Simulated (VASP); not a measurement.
# SiNi (P4/mmm) in VASP: notebook

Runs on SiNi. Level: PBE. Tasks: single point, relaxation of cell and atoms.

Everything below comes from runs of VASP 6.6.1. Logs are shortened: lines on timing, memory, paths and dates and some standing lists are left out, and cuts for length are marked.

## (1) The cell of the first run

The structure is tetragonal, space group P4/mmm (No. 123). The conventional cell has a = 2.628 Å, b = 2.628 Å, c = 3.279 Å, α = 90.00°, β = 90.00°, γ = 90.00°. Si (site symmetry 4/mmm) has 8 Ni at 2.48 Å and 6 Si at 2.63 to 3.28 Å within 3.3 Å. Ni (site symmetry 4/mmm) has 8 Si at 2.48 Å and 6 Ni at 2.63 to 3.28 Å within 3.3 Å.

The cell was built from a structure type or drawn by symmetry, and may not be a known phase.

## (2) Single point, PBE

INCAR

```
SYSTEM = SiNi
ALGO = Normal
EDIFF = 1E-6
ENCUT = 520
GGA = PE
ISIF = 2
ISMEAR = 0
LASPH = .TRUE.
LCHARG = .FALSE.
LREAL = .FALSE.
LWAVE = .FALSE.
NBANDS = 14
NELM = 80
PREC = Accurate
SIGMA = 0.1
```

KPOINTS

```
k-points
0
G
  6 6 6
  0 0 0
```

POSCAR

```
SiNi
1.0
    2.6282235150      0.0000000000      0.0000000000
    0.0000000000      2.6282235150      0.0000000000
    0.0000000000      0.0000000000      3.2790542916
Si Ni
1 1
Direct
    0.0000000000      0.0000000000      0.0000000000
    0.5000000000      0.5000000000      0.5000000000
```

Potentials or basis: VASP PAW PBE potentials, release 64 (Si, Ni).

Run with:

```console
> cat potpaw_PBE.64/Si/POTCAR potpaw_PBE.64/Ni/POTCAR > POTCAR
> mpirun -np 1 vasp_std > vasp.out
```

OUTCAR:

```text
SYSTEM = SiNi
   EDIFF = 1E-6
   ENCUT = 520
   GGA = PE
   ISIF = 2
   ISMEAR = 0
   LASPH = .TRUE.
   LREAL = .FALSE.
   NELM = 80
   PREC = Accurate

 ion  position               nearest neighbor table
   1  0.000  0.000  0.000-   2 2.48   2 2.48   2 2.48   2 2.48   2 2.48   2 2.48   2 2.48   2 2.48

   2  0.500  0.500  0.500-   1 2.48   1 2.48   1 2.48   1 2.48   1 2.48   1 2.48   1 2.48   1 2.48

  LATTYP: Found a simple tetragonal cell.
 ALAT       =     2.6282235150
 C/A-ratio  =     1.2476314411

  Lattice vectors:

 A1 = (   2.6282235150,   0.0000000000,   0.0000000000)
 A2 = (   0.0000000000,   2.6282235150,   0.0000000000)
 A3 = (   0.0000000000,   0.0000000000,   3.2790542916)

Analysis of symmetry for initial positions (statically):
=====================================================================
 Subroutine PRICEL returns:
 Original cell was already a primitive cell.

 Routine SETGRP: Setting up the symmetry group for a
 simple tetragonal supercell.

 Subroutine GETGRP returns: Found 16 space group operations
 (whereof 16 operations were pure point group operations)
 out of a pool of 16 trial point group operations.

The static configuration has the point symmetry D_4h.

Analysis of symmetry for dynamics (positions and initial velocities):
=====================================================================
 Subroutine PRICEL returns:
 Original cell was already a primitive cell.

 Routine SETGRP: Setting up the symmetry group for a
 simple tetragonal supercell.

 Subroutine GETGRP returns: Found 16 space group operations
 (whereof 16 operations were pure point group operations)
 out of a pool of 16 trial point group operations.

The dynamic configuration has the point symmetry D_4h.

 Subroutine INISYM returns: Found 16 space group operations
 (whereof 16 operations are pure point group operations),
 and found     1 'primitive' translations

----------------------------------------------------------------------------------------

                                     Primitive cell

  volume of cell :      22.6503

  direct lattice vectors                    reciprocal lattice vectors
     2.628223515  0.000000000  0.000000000     0.380485143  0.000000000  0.000000000
     0.000000000  2.628223515  0.000000000     0.000000000  0.380485143  0.000000000
     0.000000000  0.000000000  3.279054292     0.000000000  0.000000000  0.304965978

  length of vectors
     2.628223515  2.628223515  3.279054292     0.380485143  0.380485143  0.304965978

  position of ions in fractional coordinates (direct lattice)
     0.000000000  0.000000000  0.000000000
     0.500000000  0.500000000  0.500000000

  ion indices of the primitive-cell ions
   primitive index   ion index
                 1           1
                 2           2

----------------------------------------------------------------------------------------

 KPOINTS: k-points

Automatic generation of k-mesh.
 Grid dimensions read from file:
 generate k-points for:    6    6    6

 Generating k-lattice:

  Cartesian coordinates                     Fractional coordinates (reciprocal lattice)
     0.063414191  0.000000000  0.000000000     0.166666667  0.000000000  0.000000000
     0.000000000  0.063414191  0.000000000     0.000000000  0.166666667  0.000000000
     0.000000000  0.000000000  0.050827663     0.000000000  0.000000000  0.166666667

  Length of vectors
     0.063414191  0.063414191  0.050827663

  Shift w.r.t. Gamma in fractional coordinates (k-lattice)
     0.000000000  0.000000000  0.000000000

 Subroutine IBZKPT returns following result:
 ===========================================

 Found     40 irreducible k-points:

 Following reciprocal coordinates:
            Coordinates               Weight
  0.000000  0.000000  0.000000      1.000000
  0.166667  0.000000  0.000000      4.000000
  0.333333  0.000000  0.000000      4.000000
  0.500000  0.000000  0.000000      2.000000
  0.166667  0.166667  0.000000      4.000000
  0.333333  0.166667  0.000000      8.000000
[... 16 lines left out ...]
  0.333333  0.000000  0.333333      8.000000
  0.500000  0.000000  0.333333      4.000000
 [... further k-points ...]
   k-points           NKPTS =     40   k-points in BZ     NKDIM =     40   number of bands    NBANDS=     14
   number of dos      NEDOS =    301   number of ions     NIONS =      2
   total plane-waves  NPLWV =   9600
   dimension x,y,z NGX =    20 NGY =   20 NGZ =   24
   dimension x,y,z NGXF=    40 NGYF=   40 NGZF=   48
   ions per type =               1   1
   NGX,Y,Z   is equivalent  to a cutoff of  12.65, 12.65, 12.17 a.u.
   NGXF,Y,Z  is equivalent  to a cutoff of  25.30, 25.30, 24.34 a.u.
 SYSTEM =  SiNi
   PREC   = accura    normal or accurate (medium, high low for compatibility)
   ISTART =      0    job   : 0-new  1-cont  2-samecut
   ICHARG =      2    charge: 1-file 2-atom 10-const
   ISPIN  =      1    spin polarized calculation?
   LNONCOLLINEAR =      F non collinear calculations
   LSORBIT =      F    spin-orbit coupling
   LASPH  =      T    aspherical Exc in radial PAW
   ENCUT  =  520.0 eV  38.22 Ry    6.18 a.u.   4.89  4.89  6.10*2*pi/ulx,y,z
   NELM   =     80;   NELMIN=  2; NELMDL= -5     # of ELM steps
   EDIFF  = 0.1E-05   stopping-criterion for ELM
   LREAL  =      F    real-space projection
[... 7 lines left out ...]
   TEBEG  =    0.0;   TEEND  =   0.0 temperature during run
   PSTRESS=    0.0 pullay stress
   NELECT =      14.0000    total number of electrons
   NUPDOWN=      -1.0000    fix difference up-down
   EMIN   =  10.00;   EMAX   =-10.00  energy-range for DOS
   EFERMI =   0.00;   METHOD = LEGACY
   ISMEAR =     0;   SIGMA  =   0.10  broadening in eV -4-tet -1-fermi 0-gaus
   EFERMI_NEDOS =   21; number of points for ismear=-14 and -15
   IALGO  =     38    algorithm
   IMIX   =      4    mixing-type and parameters
     AMIX     =   0.40;   BMIX     =  1.00
     AMIX_MAG =   1.60;   BMIX_MAG =  1.00
  volume/ion in A,a.u.               =      11.33        76.43
  Fermi-wavevector in a.u.,A,eV,Ry     =   1.394525  2.635271 26.459266  1.944701
  Thomas-Fermi vector in A             =   2.518066
   LORBIT       =      0    0 simple, 1 ext, 2 COOP (PROOUT), +10 PAW based schemes
   GGA     = PE    functional components
   LHFCALC =     F    Hartree Fock is set to
   AEXX    =    0.0000 exact exchange contribution
   IVDW    =     0    specifies the selected vdW correction
   LEPSILON=     F    determine dielectric tensor
   LRPA    =     F    only Hartree local field effects (RPA)
 non-spin polarized calculation
 Gauss-broadening in eV      SIGMA  =   0.10
  energy-cutoff  :      520.00
  volume of cell :       22.65
 maximum number of plane-waves:       624
 NGX is ok and might be reduce to    20
   NGX =  9   NGY =  9   NGZ = 13

 number of electron      13.9999998 magnetization

 Free energy of the ion-electron system (eV)
  ---------------------------------------------------
  ext. energy  EPLUGINS =         0.00000000
  ---------------------------------------------------
  free energy    TOTEN  =       -11.50026806 eV

  energy without entropy =      -11.49573491  energy(sigma->0) =      -11.49800149

 E-fermi :  11.8021     XC(G=0): -12.6234

 val. band max:       11.7920389799   @ k =   0.5000   0.0000   0.5000
 cond. band min:      11.8052058159   @ k =   0.3333   0.3333   0.3333
 fundamental gap:      0.0131668360
 Fermi energy:        11.8020589778

 k-point     1 :       0.0000    0.0000    0.0000
  band No.  band energies     occupation
      1      -2.2372      2.00000
      2       7.5547      2.00000
      3       8.0330      2.00000
      4       9.7249      2.00000
      5       9.7249      2.00000
      6      10.2782      2.00000
      7      10.2834      2.00000
      8      16.2652      0.00000
      9      17.1448      0.00000
     10      17.1448      0.00000
     11      19.2966      0.00000
     12      24.2580      0.00000
     13      29.9890      0.00000
     14      29.9890      0.00000

 k-point     2 :       0.1667    0.0000    0.0000
  band No.  band energies     occupation
      1      -1.6443      2.00000
      2       7.7312      2.00000
      3       8.0032      2.00000
      4       8.7350      2.00000
      5       9.7689      2.00000
      6      10.0299      2.00000
      7      11.7449      1.58110
      8      13.4349      0.00000
      9      16.4166      0.00000
     10      17.8332      0.00000
     11      21.3847      0.00000
     12      25.4270      0.00000
     13      27.1982      0.00000
     14      29.5954      0.00000

 k-point     3 :       0.3333    0.0000    0.0000
  band No.  band energies     occupation
      1       0.0888      2.00000
      2       6.1860      2.00000
      3       7.9702      2.00000
      4       8.2966      2.00000
      5       9.5955      2.00000
      6       9.8579      2.00000
      7      11.2292      2.00000
      8      14.0057      0.00000
      9      16.8485      0.00000
     10      19.6522      0.00000
     11      20.7537      0.00000
     12      22.3458      0.00000
     13      25.5236      0.00000
     14      26.3506      0.00000
[... 324 lines left out ...]
 k-point    23 :       0.3333    0.0000    0.3333
  band No.  band energies     occupation
      1       1.2161      2.00000
      2       5.9791      2.00000
      3       6.9572      2.00000
      4       8.5554      2.00000
      5       9.6088      2.00000
      6       9.6770      2.00000
      7      10.2044      2.00000
      8      12.1884      0.00000
      9      15.8646      0.00000
     10      20.6117      0.00000
     11      22.6158      0.00000
     12      25.5404      0.00000
     13      26.5711      0.00000
     14      27.9397      0.00000

 k-point    24 :       0.5000    0.0000    0.3333
  band No.  band energies     occupation
      1       2.9971      2.00000
      2       4.6800      2.00000
      3       7.2971      2.00000
      4       8.2135      2.00000
      5       9.4734      2.00000
      6       9.6982      2.00000
      7      10.3438      2.00000
      8      12.4397      0.00000
      9      13.1922      0.00000
     10      21.6451      0.00000
     11      23.5160      0.00000
     12      25.2705      0.00000
     13      27.1572      0.00000
     14      27.9785      0.00000

 [... further k-points ...]

------------------------ aborting loop because EDIFF is reached ----------------------------------------

  FORCE on cell =-STRESS in cart. coord.  units (eV):
  Direction    XX          YY          ZZ          XY          YZ          ZX
  --------------------------------------------------------------------------------------
  -------------------------------------------------------------------------------------
  Total        0.0480026      0.0480026      0.0080586      0.0000000     -0.0000000      0.0000000
  in kB        3.3954855      3.3954855      0.5700318      0.0000000     -0.0000000      0.0000000
  external PRESSURE =       2.4536676 kB  Pullay stress =       0.0000000 kB

 VOLUME and BASIS-vectors are now :
 -----------------------------------------------------------------------------
  energy-cutoff  :      520.00
  volume of cell :       22.65
      direct lattice vectors                 reciprocal lattice vectors
     2.628223515  0.000000000  0.000000000     0.380485143  0.000000000  0.000000000
     0.000000000  2.628223515  0.000000000     0.000000000  0.380485143  0.000000000
     0.000000000  0.000000000  3.279054292     0.000000000  0.000000000  0.304965978

 POSITION                                       TOTAL-FORCE (eV/Angst)
 -----------------------------------------------------------------------------------
      0.00000      0.00000      0.00000         0.000000      0.000000      0.000000
      1.31411      1.31411      1.63953         0.000000      0.000000      0.000000
 -----------------------------------------------------------------------------------
    total drift:                               -0.000000      0.000000      0.000000

  FREE ENERGIE OF THE ION-ELECTRON SYSTEM (eV)
  ---------------------------------------------------
  free  energy   TOTEN  =       -11.5002680610 eV

  energy  without entropy=      -11.4957349121  energy(sigma->0) =      -11.49800149
```

Wall time 5.6 s (1 thread of Intel Xeon Platinum 8559C (Emerald Rapids), shared host); peak memory 0.13 GiB.

Results:

- Free energy: -11.5003 eV
- Pressure: 0.2 GPa
- Band gap on the k mesh: zero (bands 7 and 8 overlap by 1.47 eV)

Stress tensor (GPa, compression positive):
```
0.34 0.00 0.00
0.00 0.34 0.00
0.00 0.00 0.06
```

Levels at points of the mesh, in eV from the Fermi level:
```
           k point  band 4  band 5  band 6  band 7  band 8  band 9  band 10  band 11
(0.00, 0.00, 0.00)   -2.08   -2.08   -1.52   -1.52    4.46    5.34     5.34     7.49
(0.50, 0.00, 0.00)   -3.29   -2.40   -1.90   -0.61    5.10    5.23     5.43     9.87
(0.50, 0.50, 0.00)   -3.76   -3.22   -3.22   -0.95    0.91    2.16     5.41    10.94
(0.00, 0.00, 0.50)   -2.49   -2.49   -2.21   -1.50    6.91    8.16     8.16    11.28
(0.50, 0.00, 0.50)   -4.19   -2.30   -2.17   -1.91   -0.01    0.93     9.83    13.06
(0.50, 0.50, 0.50)   -1.73   -1.58   -0.94    0.79    1.56    1.56     1.67     1.67
```

Caveat: the k points lie up to 0.40 Å⁻¹ apart, too coarse for converged energies and pressures of a metal. Spin polarisation is off, so any magnetic state and its effect on volume and gap are missing.

[end of part 1 of 2]
